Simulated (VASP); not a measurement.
# Os (P6_3/mmc) in VASP: notebook

Os is run at these levels: PBEsol, BLYP, PBEsol+D3(BJ), SVWN5; tasks: single point.

Program: VASP 6.6.1. These are calculated values, not measurements. Logs are shortened: lines on timing, memory, paths and dates and some standing lists are left out, and cuts for length are marked.

## 1. The cell of the first run

It takes space group P6_3/mmc (No. 194, hexagonal). Conventional cell: a = 2.688 Å, b = 2.688 Å, c = 4.257 Å, α = 90.00°, β = 90.00°, γ = 120.00°. Os (site symmetry -6m2) has 12 Os at 2.63 to 2.69 Å within 3.5 Å.

## 2. Single point, PBEsol

INCAR

```
PREC = Accurate
ENCUT = 560
EDIFF = 1E-6
ISMEAR = -1
SIGMA = 0.05
LREAL = F
LASPH = T
NELM = 120
ALGO = Normal
ISIF = 2
LWAVE = F
LCHARG = F
GGA = PS
NBANDS = 23
GGA_COMPAT = F
```

KPOINTS

```
regular mesh
0
Gamma
  11 11 6
```

POSCAR

```
Os
1.0
    2.6883486051      0.0000000000      0.0000000000
   -1.3441743025      2.3281781862      0.0000000000
    0.0000000000      0.0000000000      4.2571904753
Os
2
Direct
    0.6666666667      0.3333333333      0.7500000000
    0.3333333333      0.6666666667      0.2500000000
```

Potentials or basis: VASP PAW PBE potentials, release 64 (Os_sv_GW).

On the command line:

```
$ cat potpaw_PBE.64/Os_sv_GW/POTCAR > POTCAR
$ mpirun -np 1 vasp_std > vasp.out
```

OUTCAR:

```text
PREC = Accurate
   ENCUT = 560
   EDIFF = 1E-6
   ISMEAR = -1
   LREAL = F
   LASPH = T
   NELM = 120
   ISIF = 2
   GGA = PS

 ion  position               nearest neighbor table
   1  0.667  0.333  0.750-   2 2.63   2 2.63   2 2.63   2 2.63   2 2.63   2 2.63
   2  0.333  0.667  0.250-   1 2.63   1 2.63   1 2.63   1 2.63   1 2.63   1 2.63

  LATTYP: Found a hexagonal cell.
 ALAT       =     2.6883486051
 C/A-ratio  =     1.5835708461

  Lattice vectors:

 A1 = (   2.6883486051,   0.0000000000,   0.0000000000)
 A2 = (  -1.3441743025,   2.3281781862,   0.0000000000)
 A3 = (   0.0000000000,   0.0000000000,   4.2571904753)

Analysis of symmetry for initial positions (statically):
=====================================================================
 Subroutine PRICEL returns:
 Original cell was already a primitive cell.

 Routine SETGRP: Setting up the symmetry group for a
 hexagonal supercell.

 Subroutine GETGRP returns: Found 24 space group operations
 (whereof 12 operations were pure point group operations)
 out of a pool of 24 trial point group operations.

The static configuration has the point symmetry D_3d.
 The point group associated with its full space group is D_6h.

Analysis of symmetry for dynamics (positions and initial velocities):
=====================================================================
 Subroutine PRICEL returns:
 Original cell was already a primitive cell.

 Routine SETGRP: Setting up the symmetry group for a
 hexagonal supercell.

 Subroutine GETGRP returns: Found 24 space group operations
 (whereof 12 operations were pure point group operations)
 out of a pool of 24 trial point group operations.

The dynamic configuration has the point symmetry D_3d.
 The point group associated with its full space group is D_6h.

 Subroutine INISYM returns: Found 24 space group operations
 (whereof 12 operations are pure point group operations),
 and found     1 'primitive' translations

----------------------------------------------------------------------------------------

                                     Primitive cell

  volume of cell :      26.6456

  direct lattice vectors                    reciprocal lattice vectors
     2.688348605  0.000000000  0.000000000     0.371975568  0.214760194  0.000000000
    -1.344174302  2.328178186  0.000000000     0.000000000  0.429520389  0.000000000
     0.000000000  0.000000000  4.257190475     0.000000000  0.000000000  0.234896701

  length of vectors
     2.688348605  2.688348605  4.257190475     0.429520389  0.429520389  0.234896701

  position of ions in fractional coordinates (direct lattice)
     0.666666667  0.333333333  0.750000000
     0.333333333  0.666666667  0.250000000

  ion indices of the primitive-cell ions
   primitive index   ion index
                 1           1
                 2           2

----------------------------------------------------------------------------------------

 KPOINTS: regular mesh

Automatic generation of k-mesh.
 Grid dimensions read from file:
 generate k-points for:   11   11    6

 Generating k-lattice:

  Cartesian coordinates                     Fractional coordinates (reciprocal lattice)
     0.033815961  0.019523654  0.000000000     0.090909091  0.000000000  0.000000000
     0.000000000  0.039047308  0.000000000     0.000000000  0.090909091  0.000000000
     0.000000000  0.000000000  0.039149450     0.000000000  0.000000000  0.166666667

  Length of vectors
     0.039047308  0.039047308  0.039149450

  Shift w.r.t. Gamma in fractional coordinates (k-lattice)
     0.000000000  0.000000000  0.000000000

 Subroutine IBZKPT returns following result:
 ===========================================

 Found     64 irreducible k-points:

 Following reciprocal coordinates:
            Coordinates               Weight
  0.000000  0.000000  0.000000      1.000000
  0.090909 -0.000000  0.000000      6.000000
  0.181818  0.000000  0.000000      6.000000
  0.272727  0.000000  0.000000      6.000000
  0.363636  0.000000  0.000000      6.000000
  0.454545 -0.000000  0.000000      6.000000
[... 16 lines left out ...]
  0.090909  0.090909  0.166667     12.000000
  0.181818  0.090909  0.166667     24.000000
 [... further k-points ...]
   k-points           NKPTS =     64   k-points in BZ     NKDIM =     64   number of bands    NBANDS=     23
   number of dos      NEDOS =    301   number of ions     NIONS =      2
   total plane-waves  NPLWV =  20736
   dimension x,y,z NGX =    24 NGY =   24 NGZ =   36
   dimension x,y,z NGXF=    48 NGYF=   48 NGZF=   72
   ions per type =               2
   NGX,Y,Z   is equivalent  to a cutoff of  14.84, 14.84, 14.06 a.u.
   NGXF,Y,Z  is equivalent  to a cutoff of  29.68, 29.68, 28.12 a.u.
 SYSTEM =  unknown system
   PREC   = accura    normal or accurate (medium, high low for compatibility)
   ISTART =      0    job   : 0-new  1-cont  2-samecut
   ICHARG =      2    charge: 1-file 2-atom 10-const
   ISPIN  =      1    spin polarized calculation?
   LNONCOLLINEAR =      F non collinear calculations
   LSORBIT =      F    spin-orbit coupling
   LASPH  =      T    aspherical Exc in radial PAW
   ENCUT  =  560.0 eV  41.16 Ry    6.42 a.u.   5.19  5.19  8.21*2*pi/ulx,y,z
   NELM   =    120;   NELMIN=  2; NELMDL= -5     # of ELM steps
   EDIFF  = 0.1E-05   stopping-criterion for ELM
   LREAL  =      F    real-space projection
   EDIFFG = 0.1E-04   stopping-criterion for IOM
   NSW    =      0    number of steps for IOM
   IBRION =     -1    ionic relax: 0-MD 1-quasi-New 2-CG
   NFREE  =      0    steps in history (QN), initial steepest desc. (CG)
   ISIF   =      2    stress and relaxation
   ISYM   =      2    0-nonsym 1-usesym 2-fastsym
   POTIM  = 0.5000    time-step for ionic-motion
   TEBEG  =    0.0;   TEEND  =   0.0 temperature during run
   PSTRESS=    0.0 pullay stress
   NELECT =      32.0000    total number of electrons
   NUPDOWN=      -1.0000    fix difference up-down
   EMIN   =  10.00;   EMAX   =-10.00  energy-range for DOS
   EFERMI =   0.00;   METHOD = LEGACY
   ISMEAR =    -1;   SIGMA  =   0.05  broadening in eV -4-tet -1-fermi 0-gaus
   EFERMI_NEDOS =   21; number of points for ismear=-14 and -15
   IALGO  =     38    algorithm
   IMIX   =      4    mixing-type and parameters
     AMIX     =   0.40;   BMIX     =  1.00
     AMIX_MAG =   1.60;   BMIX_MAG =  1.00
  volume/ion in A,a.u.               =      13.32        89.91
  Fermi-wavevector in a.u.,A,eV,Ry     =   1.740136  3.288380 41.199439  3.028073
  Thomas-Fermi vector in A             =   2.812843
   LORBIT       =      0    0 simple, 1 ext, 2 COOP (PROOUT), +10 PAW based schemes
   GGA     = PS    functional components
   LHFCALC =     F    Hartree Fock is set to
   AEXX    =    0.0000 exact exchange contribution
   IVDW    =     0    specifies the selected vdW correction
   LEPSILON=     F    determine dielectric tensor
   LRPA    =     F    only Hartree local field effects (RPA)
 non-spin polarized calculation
  energy-cutoff  :      560.00
  volume of cell :       26.65
 maximum number of plane-waves:       813
 NGX is ok and might be reduce to    24
   NGX = 11   NGY = 11   NGZ = 17

 number of electron      31.9999999 magnetization

 Free energy of the ion-electron system (eV)
  ---------------------------------------------------
  ext. energy  EPLUGINS =         0.00000000
  ---------------------------------------------------
  free energy    TOTEN  =       -26.66234029 eV

  energy without entropy =      -26.65003688  energy(sigma->0) =      -26.65618858

 E-fermi :  14.5114     XC(G=0): -15.0567

 val. band max:       14.4998586915   @ k =   0.0909  -0.0000   0.3333
 cond. band min:      14.5635941371   @ k =   0.0000   0.0000   0.0000
 fundamental gap:      0.0637354457
 Fermi energy:        14.5113695799

 k-point     1 :       0.0000    0.0000    0.0000
  band No.  band energies     occupation
      1     -72.2028      2.00000
      2     -72.0601      2.00000
      3     -32.2729      2.00000
      4     -31.1565      2.00000
      5     -31.1565      2.00000
      6     -30.9513      2.00000
[... 15 lines left out ...]
     22      27.8162      0.00000
     23      30.2770      0.00000

 k-point     2 :       0.0909   -0.0000    0.0000
  band No.  band energies     occupation
      1     -72.1948      2.00000
      2     -72.0572      2.00000
      3     -32.2393      2.00000
      4     -31.2295      2.00000
      5     -31.1814      2.00000
      6     -31.0270      2.00000
[... 15 lines left out ...]
     22      28.5705      0.00000
     23      30.7313      0.00000

 k-point     3 :       0.1818    0.0000    0.0000
  band No.  band energies     occupation
      1     -72.1718      2.00000
      2     -72.0491      2.00000
      3     -32.1447      2.00000
      4     -31.4220      2.00000
      5     -31.2441      2.00000
      6     -31.2233      2.00000
[... 15 lines left out ...]
     22      30.1553      0.00000
     23      31.1421      0.00000

 k-point     4 :       0.2727    0.0000    0.0000
  band No.  band energies     occupation
      1     -72.1405      2.00000
      2     -72.0404      2.00000
      3     -32.0045      2.00000
      4     -31.6734      2.00000
      5     -31.4705      2.00000
      6     -31.3223      2.00000
[... 15 lines left out ...]
     22      28.4352      0.00000
     23      29.6765      0.00000

 k-point     5 :       0.3636    0.0000    0.0000
  band No.  band energies     occupation
      1     -72.1083      2.00000
      2     -72.0350      2.00000
      3     -31.9020      2.00000
      4     -31.8455      2.00000
      5     -31.6866      2.00000
      6     -31.3910      2.00000
[... 434 lines left out ...]
 k-point    22 :       0.4545   -0.0000    0.1667
  band No.  band energies     occupation
      1     -72.0824      2.00000
      2     -72.0385      2.00000
      3     -32.1043      2.00000
      4     -31.8882      2.00000
      5     -31.5989      2.00000
      6     -31.4087      2.00000
[... 15 lines left out ...]
     22      26.1141      0.00000
     23      27.6177      0.00000

 k-point    23 :       0.0909    0.0909    0.1667
  band No.  band energies     occupation
      1     -72.1707      2.00000
      2     -72.0603      2.00000
      3     -32.1085      2.00000
      4     -31.3224      2.00000
      5     -31.2676      2.00000
      6     -31.1749      2.00000
[... 15 lines left out ...]
     22      29.2341      0.00000
     23      31.3968      0.00000

 k-point    24 :       0.1818    0.0909    0.1667
  band No.  band energies     occupation
      1     -72.1447      2.00000
      2     -72.0506      2.00000
      3     -32.0258      2.00000
      4     -31.5145      2.00000
      5     -31.4568      2.00000
      6     -31.2690      2.00000
[... 15 lines left out ...]
     22      29.9990      0.00000
     23      30.7137      0.00000

 [... further k-points ...]

------------------------ aborting loop because EDIFF is reached ----------------------------------------

  FORCE on cell =-STRESS in cart. coord.  units (eV):
  Direction    XX          YY          ZZ          XY          YZ          ZX
  --------------------------------------------------------------------------------------
  -------------------------------------------------------------------------------------
  Total        3.0954260      3.0954260      3.0952676      0.0000000      0.0000000     -0.0000000
  in kB      186.1256041    186.1256041    186.1160807      0.0000000      0.0000000     -0.0000000
  external PRESSURE =     186.1224296 kB  Pullay stress =       0.0000000 kB

 VOLUME and BASIS-vectors are now :
 -----------------------------------------------------------------------------
  energy-cutoff  :      560.00
  volume of cell :       26.65
      direct lattice vectors                 reciprocal lattice vectors
     2.688348605  0.000000000  0.000000000     0.371975568  0.214760194  0.000000000
    -1.344174302  2.328178186  0.000000000     0.000000000  0.429520389  0.000000000
     0.000000000  0.000000000  4.257190475     0.000000000  0.000000000  0.234896701

 POSITION                                       TOTAL-FORCE (eV/Angst)
 -----------------------------------------------------------------------------------
      1.34417      0.77606      3.19289        -0.000000     -0.000000      0.000000
     -0.00000      1.55212      1.06430         0.000000      0.000000      0.000000
 -----------------------------------------------------------------------------------
    total drift:                                0.000000     -0.000000      0.000000

  FREE ENERGIE OF THE ION-ELECTRON SYSTEM (eV)
  ---------------------------------------------------
  free  energy   TOTEN  =       -26.6623402876 eV

  energy  without entropy=      -26.6500368770  energy(sigma->0) =      -26.65618858
```

It took 42 s on 1 thread of Intel Xeon Platinum 8259CL at 2.50GHz (Skylake/Cascade Lake), shared host; peak memory 0.18 GiB.

Results:

```
Free energy            : -26.6623 eV
Pressure               : 18.6 GPa
Band gap on the k mesh : zero (bands 16 and 17 overlap by 4.21 eV)
```

Caveat: the cell stands under pressure; the PAW data sets were made with another functional, which shifts forces and pressure a little; spin-orbit coupling is left out, which moves the levels of the heavy elements.

## 3. Single point, BLYP

This run uses another cell than the first one, of 14.82 Å³/atom.

INCAR

```
PREC = Accurate
ENCUT = 560
EDIFF = 1E-6
ISMEAR = -1
SIGMA = 0.05
LREAL = False
LASPH = True
NELM = 120
ALGO = Normal
ISIF = 2
LWAVE = False
LCHARG = True
GGA = B5
ALDAX = 1.0
AGGAX = 1.0
AGGAC = 1.0
ALDAC = 0.0
LELF = True
LVHAR = True
NBANDS = 23
GGA_COMPAT = False
```

KPOINTS

```
Automatic mesh
0
Gamma
  11 11 6
```

POSCAR

```
Os
1.0
    2.7877234178      0.0000000000      0.0000000000
   -1.3938617089      2.4142392985      0.0000000000
    0.0000000000      0.0000000000      4.4044215090
Os
2
Direct
    0.6666666667      0.3333333333      0.7500000000
    0.3333333333      0.6666666667      0.2500000000
```

Potentials or basis: VASP PAW PBE potentials, release 64 (Os_sv_GW).

On the command line:

```
$ cat potpaw_PBE.64/Os_sv_GW/POTCAR > POTCAR
$ mpirun -np 1 vasp_std > vasp.out
```

Wall time 41 s (1 thread of Intel Xeon Platinum 8375C at 2.90GHz (Ice Lake), shared host); peak memory 0.18 GiB.

Results (log left out):

```yaml
Free_energy: -21.5662 eV
Pressure: 2.1 GPa
Band_gap_on_the_k_mesh: zero (bands 16 and 17 overlap by 3.55 eV)
```

Stress tensor (GPa, compression positive):
```
2.42 0.00 0.00
0.00 2.42 0.00
0.00 0.00 1.46
```

Levels at points of the mesh, in eV from the Fermi level:
| k point | band 14 | band 15 | band 16 | band 17 | band 18 | band 19 |
| --- | --- | --- | --- | --- | --- | --- |
| (0.00, 0.00, 0.00) | -2.00 | -2.00 | -1.42 | -1.42 | 0.43 | 1.58 |
| (0.00, 0.00, 0.50) | -2.94 | -2.94 | -2.94 | 0.83 | 0.83 | 0.83 |

Caveat: the PAW data sets were made with another functional, which shifts forces and pressure a little; spin-orbit coupling is left out, which moves the levels of the heavy elements.

## 4. Single point, PBEsol+D3(BJ)

This run uses another cell than the first one, of 13.14 Å³/atom.

INCAR

```
PREC     = Accurate       # precision mode
ENCUT    = 560            # plane-wave cutoff, eV
EDIFF    = 1E-6           # SCF threshold, eV
ISMEAR   = -1             # smearing method
SIGMA    = 0.05           # smearing width, eV
LREAL    = False          # projectors in reciprocal space
LASPH    = True           # aspherical terms in the spheres
NELM     = 120            # most SCF steps
ALGO     = Normal         # electronic algorithm
ISIF     = 2              # what is computed and relaxed
LWAVE    = False          # write WAVECAR
LCHARG   = True           # write CHGCAR
GGA      = PS             # functional
IVDW     = 12             # dispersion correction
LELF     = True           # ELF
LVHAR    = True         
NBANDS   = 23             # bands
GGA_COMPAT= False
```

KPOINTS is that of step 3.

POSCAR

```
Os
1.0
    2.6782863798      0.0000000000      0.0000000000
   -1.3391431899      2.3194640436      0.0000000000
    0.0000000000      0.0000000000      4.2315181138
Os
2
Direct
    0.6666666667      0.3333333333      0.7500000000
    0.3333333333      0.6666666667      0.2500000000
```

On the command line:

```
$ cat potpaw_PBE.64/Os_sv_GW/POTCAR > POTCAR
$ mpirun -np 1 vasp_std > vasp.out
```

It took 68 s on 1 thread of AMD EPYC 7R43 (Zen 3), shared host; peak memory 0.16 GiB.

It converged, with:

| Property | Result |
| --- | --- |
| Free energy | -28.0297 eV |
| Pressure | 17.3 GPa |
| Band gap on the k mesh | zero (bands 16 and 17 overlap by 4.31 eV) |
| Dispersion energy per atom | -0.711 eV |

Stress tensor (GPa, compression positive):
```
16.59  0.00  0.00
 0.00 16.59  0.00
 0.00  0.00 18.71
```

Levels at points of the mesh, in eV from the Fermi level:
```tsv
k point	band 12	band 13	band 14	band 15	band 16	band 17	band 18	band 19	band 20	band 21
(0.00, 0.00, 0.00)	-3.31	-3.02	-2.37	-2.37	-1.66	-1.66	0.10	1.91	1.91	9.78
(0.00, 0.00, 0.50)	-3.83	-3.51	-3.51	-3.51	-3.51	1.07	1.07	1.07	1.07	12.99
```

Caveat: the cell stands under pressure; the PAW data sets were made with another functional, which shifts forces and pressure a little; spin-orbit coupling is left out, which moves the levels of the heavy elements.

## 5. Single point, PBEsol

This run uses another cell than the first one, of 13.42 Å³/atom.

INCAR

```
SYSTEM = Os
PREC = Accurate ; ENCUT = 560
EDIFF = 1E-6 ; ISMEAR = -1
SIGMA = 0.05 ; LREAL = .FALSE.
LASPH = .TRUE. ; NELM = 120
ALGO = Normal ; ISIF = 2
LWAVE = .FALSE. ; LCHARG = .FALSE.
GGA = PS ; NBANDS = 23
GGA_COMPAT = .FALSE.
```

KPOINTS

```
Automatic mesh
0
G
  11 11 6
  0 0 0
```

POSCAR

```
Os
1.0
    2.6971481730      0.0000000000      0.0000000000
   -1.3485740865      2.3357988356      0.0000000000
    0.0000000000      0.0000000000      4.2613185190
Os
2
Direct
    0.6666666667      0.3333333333      0.7500000000
    0.3333333333      0.6666666667      0.2500000000
```

On the command line:

```
$ cat potpaw_PBE.64/Os_sv_GW/POTCAR > POTCAR
$ mpirun -np 1 vasp_std > vasp.out
```

It took 25 s on 1 thread of AMD EPYC 9R45 (Zen 5), shared host; peak memory 0.15 GiB.

The run converged. Its results:

- Free energy: -26.6853 eV
- Pressure: 14.8 GPa
- Band gap on the k mesh: zero (bands 16 and 17 overlap by 4.17 eV)

Stress tensor (GPa, compression positive):
```
14.32  0.00  0.00
 0.00 14.32  0.00
 0.00  0.00 15.67
```

Levels at points of the mesh, in eV from the Fermi level:
```
           k point  band 14  band 15  band 16  band 17  band 18  band 19
(0.00, 0.00, 0.00)    -2.30    -2.30    -1.61    -1.61     0.07     1.85
(0.00, 0.00, 0.50)    -3.40    -3.40    -3.40     1.03     1.03     1.03
```

Caveat: the cell stands under pressure; the PAW data sets were made with another functional, which shifts forces and pressure a little; spin-orbit coupling is left out, which moves the levels of the heavy elements.

(Part 1 of 2 ends here.)

The gap in the log of VASP goes by the Fermi energy; the results here count the filled bands.